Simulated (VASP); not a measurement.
# Tl (C2/c) in VASP: single point with BLYP

Aim: the single point of Tl with BLYP.

Everything below comes from runs of VASP 6.6.1. Logs are shortened: lines on timing, memory, paths and dates and some standing lists are left out, and cuts for length are marked.

## (1) The cell of the first run

The structure is monoclinic, space group C2/c (No. 15). Conventional cell: a = 3.344 Å, b = 11.589 Å, c = 3.426 Å, α = 90.00°, β = 105.63°, γ = 90.00°. Within 4.5 Å of Tl (site symmetry 2) lie 14 Tl at 3.34 to 4.49 Å.

## (2) Single point, BLYP (31.97 Å³/atom)

File INCAR:

```
PREC = Accurate
ENCUT = 520
EDIFF = 1E-7
ISMEAR = -1
SIGMA = 0.1
LREAL = False
LASPH = True
NELM = 60
ALGO = Normal
ISIF = 2
LWAVE = False
LCHARG = False
GGA = B5
ALDAX = 1.0
AGGAX = 1.0
AGGAC = 1.0
ALDAC = 0.0
NBANDS = 20
```

File KPOINTS:

```
Automatic mesh
0
Gamma
  13 13 10
```

File POSCAR:

```
Tl
1.0
   -4.2128503631      3.9818477139      1.6639633152
    3.9818477139     -4.2128503631      1.6639633152
    2.4893093190      2.4893093190     -2.0870450903
Tl
2
Direct
    0.9945427624      0.0054572376      1.0000000000
    0.7554572376      0.2445427624      0.5000000000
```

Potentials or basis: VASP PAW PBE potentials, release 64 (Tl_d).

Command:

```
$ cat potpaw_PBE.64/Tl_d/POTCAR > POTCAR
$ mpirun -np 1 vasp_std > vasp.out
```

OUTCAR:

```text
PREC = Accurate
   ENCUT = 520
   EDIFF = 1E-7
   ISMEAR = -1
   LREAL = False
   LASPH = True
   NELM = 60
   ISIF = 2
   GGA = B5

 ion  position               nearest neighbor table
   1  0.995  0.005  0.000-   2 3.44   2 3.44   2 3.48   2 3.48   2 3.87   2 3.87
   2  0.755  0.245  0.500-   1 3.44   1 3.44   1 3.48   1 3.48   1 3.87   1 3.87

  Warning from LATTYP: Got some problem with cell dimensions!
  Tried to take original basis but could not verify dimensions!
  LATTYP: Found a base centered monoclinic cell.
 ALAT       =     3.3439228617
 B/A-ratio  =     3.4657058907
 C/A-ratio  =     1.0246415716
 COS(beta)  =    -0.2693651669

  Lattice vectors:

 A1 = (   4.2128503631,  -3.9818477139,  -1.6639633152)
 A2 = (  -3.9818477139,   4.2128503631,  -1.6639633152)
 A3 = (   2.2583066698,   2.2583066698,   1.2408815401)

Analysis of symmetry for initial positions (statically):
=====================================================================
 Subroutine PRICEL returns:
 Original cell was already a primitive cell.

 Routine SETGRP: Setting up the symmetry group for a
 base centered monoclinic supercell.

 Subroutine GETGRP returns: Found  4 space group operations
 (whereof  2 operations were pure point group operations)
 out of a pool of  4 trial point group operations.

The static configuration has the point symmetry C_2 .
 The point group associated with its full space group is C_2h.

Analysis of symmetry for dynamics (positions and initial velocities):
=====================================================================
 Subroutine PRICEL returns:
 Original cell was already a primitive cell.

 Routine SETGRP: Setting up the symmetry group for a
 base centered monoclinic supercell.

 Subroutine GETGRP returns: Found  4 space group operations
 (whereof  2 operations were pure point group operations)
 out of a pool of  4 trial point group operations.

The dynamic configuration has the point symmetry C_2 .
 The point group associated with its full space group is C_2h.

 Subroutine INISYM returns: Found  4 space group operations
 (whereof  2 operations are pure point group operations),
 and found     1 'primitive' translations

----------------------------------------------------------------------------------------

                                     Primitive cell

  volume of cell :      63.9361

  direct lattice vectors                    reciprocal lattice vectors
    -4.212850363  3.981847714  1.663963315     0.072733429  0.194763550  0.319055264
     3.981847714 -4.212850363  1.663963315     0.194763550  0.072733429  0.319055264
     2.489309319  2.489309319 -2.087045090     0.213270505  0.213270505  0.029607655

  length of vectors
     6.030919773  6.030919773  4.092563864     0.380813936  0.380813936  0.303059779

  position of ions in fractional coordinates (direct lattice)
     0.994542762  0.005457238  0.000000000
     0.755457238  0.244542762  0.500000000

  ion indices of the primitive-cell ions
   primitive index   ion index
                 1           1
                 2           2

----------------------------------------------------------------------------------------

 KPOINTS: Automatic mesh

Automatic generation of k-mesh.
 Grid dimensions read from file:
 generate k-points for:   13   13   10

 Generating k-lattice:

  Cartesian coordinates                     Fractional coordinates (reciprocal lattice)
     0.005594879  0.014981812  0.024542713     0.076923077 -0.000000000  0.000000000
     0.014981812  0.005594879  0.024542713    -0.000000000  0.076923077  0.000000000
     0.021327050  0.021327050  0.002960765    -0.000000000 -0.000000000  0.100000000

  Length of vectors
     0.029293380  0.029293380  0.030305978

  Shift w.r.t. Gamma in fractional coordinates (k-lattice)
     0.000000000  0.000000000  0.000000000

 Subroutine IBZKPT returns following result:
 ===========================================

 Found    462 irreducible k-points:

 Following reciprocal coordinates:
            Coordinates               Weight
  0.000000  0.000000  0.000000      1.000000
  0.076923 -0.000000 -0.000000      4.000000
  0.153846 -0.000000  0.000000      4.000000
  0.230769 -0.000000 -0.000000      4.000000
  0.307692 -0.000000  0.000000      4.000000
  0.384615 -0.000000 -0.000000      4.000000
[... 16 lines left out ...]
  0.384615  0.153846 -0.000000      4.000000
  0.461538  0.153846  0.000000      4.000000
 [... further k-points ...]
   k-points           NKPTS =    462   k-points in BZ     NKDIM =    462   number of bands    NBANDS=     20
   number of dos      NEDOS =    301   number of ions     NIONS =      2
   total plane-waves  NPLWV =  69120
   dimension x,y,z NGX =    48 NGY =   48 NGZ =   30
   dimension x,y,z NGXF=    96 NGYF=   96 NGZF=   60
   ions per type =               2
   NGX,Y,Z   is equivalent  to a cutoff of  13.23, 13.23, 12.19 a.u.
   NGXF,Y,Z  is equivalent  to a cutoff of  26.46, 26.46, 24.37 a.u.
 SYSTEM =  unknown system
   PREC   = accura    normal or accurate (medium, high low for compatibility)
   ISTART =      0    job   : 0-new  1-cont  2-samecut
   ICHARG =      2    charge: 1-file 2-atom 10-const
   ISPIN  =      1    spin polarized calculation?
   LNONCOLLINEAR =      F non collinear calculations
   LSORBIT =      F    spin-orbit coupling
   LASPH  =      T    aspherical Exc in radial PAW
   ENCUT  =  520.0 eV  38.22 Ry    6.18 a.u.  11.21 11.21  7.61*2*pi/ulx,y,z
   NELM   =     60;   NELMIN=  2; NELMDL= -5     # of ELM steps
   EDIFF  = 0.1E-06   stopping-criterion for ELM
   LREAL  =      F    real-space projection
   EDIFFG = 0.1E-05   stopping-criterion for IOM
   NSW    =      0    number of steps for IOM
   IBRION =     -1    ionic relax: 0-MD 1-quasi-New 2-CG
   NFREE  =      0    steps in history (QN), initial steepest desc. (CG)
   ISIF   =      2    stress and relaxation
   ISYM   =      2    0-nonsym 1-usesym 2-fastsym
   POTIM  = 0.5000    time-step for ionic-motion
   TEBEG  =    0.0;   TEEND  =   0.0 temperature during run
   PSTRESS=    0.0 pullay stress
   NELECT =      26.0000    total number of electrons
   NUPDOWN=      -1.0000    fix difference up-down
   EMIN   =  10.00;   EMAX   =-10.00  energy-range for DOS
   EFERMI =   0.00;   METHOD = LEGACY
   ISMEAR =    -1;   SIGMA  =   0.10  broadening in eV -4-tet -1-fermi 0-gaus
   EFERMI_NEDOS =   21; number of points for ismear=-14 and -15
   IALGO  =     38    algorithm
   IMIX   =      4    mixing-type and parameters
     AMIX     =   0.40;   BMIX     =  1.00
     AMIX_MAG =   1.60;   BMIX_MAG =  1.00
  volume/ion in A,a.u.               =      31.97       215.73
  Fermi-wavevector in a.u.,A,eV,Ry     =   1.212879  2.292008 20.015182  1.471074
  Thomas-Fermi vector in A             =   2.348349
   LORBIT       =      0    0 simple, 1 ext, 2 COOP (PROOUT), +10 PAW based schemes
   GGA     = B5    functional components
   LHFCALC =     F    Hartree Fock is set to
   AEXX    =    0.0000 exact exchange contribution
   IVDW    =     0    specifies the selected vdW correction
   LEPSILON=     F    determine dielectric tensor
   LRPA    =     F    only Hartree local field effects (RPA)
 non-spin polarized calculation
  energy-cutoff  :      520.00
  volume of cell :       63.94
 maximum number of plane-waves:      1745
 NGX is ok and might be reduce to    48
   NGX = 23   NGY = 23   NGZ = 15

 number of electron      26.0000001 magnetization

 Free energy of the ion-electron system (eV)
  ---------------------------------------------------
  ext. energy  EPLUGINS =         0.00000000
  ---------------------------------------------------
  free energy    TOTEN  =        -3.32927596 eV

  energy without entropy =       -3.29114773  energy(sigma->0) =       -3.31021185

 E-fermi :   6.0184     XC(G=0):  -9.0693

 val. band max:        6.0056649572   @ k =  -0.0769   0.4615   0.4000
 cond. band min:       6.0184092999   @ k =  -0.1538  -0.4615   0.2000
 fundamental gap:      0.0127443427
 Fermi energy:         6.0183704190

 k-point     1 :       0.0000    0.0000    0.0000
  band No.  band energies     occupation
      1      -5.8510      2.00000
      2      -5.8066      2.00000
      3      -5.7261      2.00000
      4      -5.6040      2.00000
      5      -5.5568      2.00000
      6      -5.3208      2.00000
[... 12 lines left out ...]
     19      15.7974      0.00000
     20      17.1121      0.00000

 k-point     2 :       0.0769   -0.0000   -0.0000
  band No.  band energies     occupation
      1      -5.8123      2.00000
      2      -5.7716      2.00000
      3      -5.6982      2.00000
      4      -5.5877      2.00000
      5      -5.5575      2.00000
      6      -5.3470      2.00000
[... 12 lines left out ...]
     19      16.4015      0.00000
     20      17.5890      0.00000

 k-point     3 :       0.1538   -0.0000    0.0000
  band No.  band energies     occupation
      1      -5.7043      2.00000
      2      -5.6820      2.00000
      3      -5.6427      2.00000
      4      -5.5519      2.00000
      5      -5.5368      2.00000
      6      -5.4048      2.00000
[... 12 lines left out ...]
     19      16.2468      0.00000
     20      16.7856      0.00000

 k-point     4 :       0.2308   -0.0000   -0.0000
  band No.  band energies     occupation
      1      -5.6478      2.00000
      2      -5.6087      2.00000
      3      -5.5686      2.00000
      4      -5.5109      2.00000
      5      -5.4733      2.00000
      6      -5.4601      2.00000
[... 429 lines left out ...]
 k-point    23 :       0.3846    0.1538   -0.0000
  band No.  band energies     occupation
      1      -5.7712      2.00000
      2      -5.7603      2.00000
      3      -5.6901      2.00000
      4      -5.6425      2.00000
      5      -5.5023      2.00000
      6      -5.3633      2.00000
[... 12 lines left out ...]
     19      13.5019      0.00000
     20      14.1034      0.00000

 k-point    24 :       0.4615    0.1538    0.0000
  band No.  band energies     occupation
      1      -5.7296      2.00000
      2      -5.7235      2.00000
      3      -5.6709      2.00000
      4      -5.6151      2.00000
      5      -5.4945      2.00000
      6      -5.3379      2.00000
[... 12 lines left out ...]
     19      13.7086      0.00000
     20      14.4502      0.00000

 [... further k-points ...]

------------------------ aborting loop because EDIFF is reached ----------------------------------------

  FORCE on cell =-STRESS in cart. coord.  units (eV):
  Direction    XX          YY          ZZ          XY          YZ          ZX
  --------------------------------------------------------------------------------------
  -------------------------------------------------------------------------------------
  Total        1.2009454      1.2009454      1.2830854      0.0078795      0.0391601      0.0391602
  in kB       30.0945559     30.0945559     32.1529069      0.1974524      0.9813146      0.9813168
  external PRESSURE =      30.7806729 kB  Pullay stress =       0.0000000 kB

 VOLUME and BASIS-vectors are now :
 -----------------------------------------------------------------------------
  energy-cutoff  :      520.00
  volume of cell :       63.94
      direct lattice vectors                 reciprocal lattice vectors
    -4.212850363  3.981847714  1.663963315     0.072733429  0.194763550  0.319055264
     3.981847714 -4.212850363  1.663963315     0.194763550  0.072733429  0.319055264
     2.489309319  2.489309319 -2.087045090     0.213270505  0.213270505  0.029607655

 POSITION                                       TOTAL-FORCE (eV/Angst)
 -----------------------------------------------------------------------------------
     -4.16813      3.93713      1.66396        -0.039293      0.039293     -0.000000
     -0.96424      3.22255      0.62044         0.039293     -0.039293      0.000000
 -----------------------------------------------------------------------------------
    total drift:                                0.000000     -0.000000      0.000000

  FREE ENERGIE OF THE ION-ELECTRON SYSTEM (eV)
  ---------------------------------------------------
  free  energy   TOTEN  =        -3.3292759642 eV

  energy  without entropy=       -3.2911477289  energy(sigma->0) =       -3.31021185
```

Wall time 7.2 min (1 thread of Intel Xeon Platinum 8559C (Emerald Rapids), shared host); peak memory 0.61 GiB.

What came out:

```
Free energy            : -3.3293 eV
Pressure               : 3.1 GPa
Largest force          : 0.056 eV/Å
Band gap on the k mesh : zero (bands 13 and 14 overlap by 5.16 eV)
```

Forces in eV/Å, atoms in the order of the input:
```
Tl  -0.039  0.039  0.000
Tl   0.039 -0.039  0.000
```

Caveat: the cell stands under pressure; the PAW data sets were made with another functional, which shifts forces and pressure a little; spin-orbit coupling is left out, which moves the levels of the heavy elements.
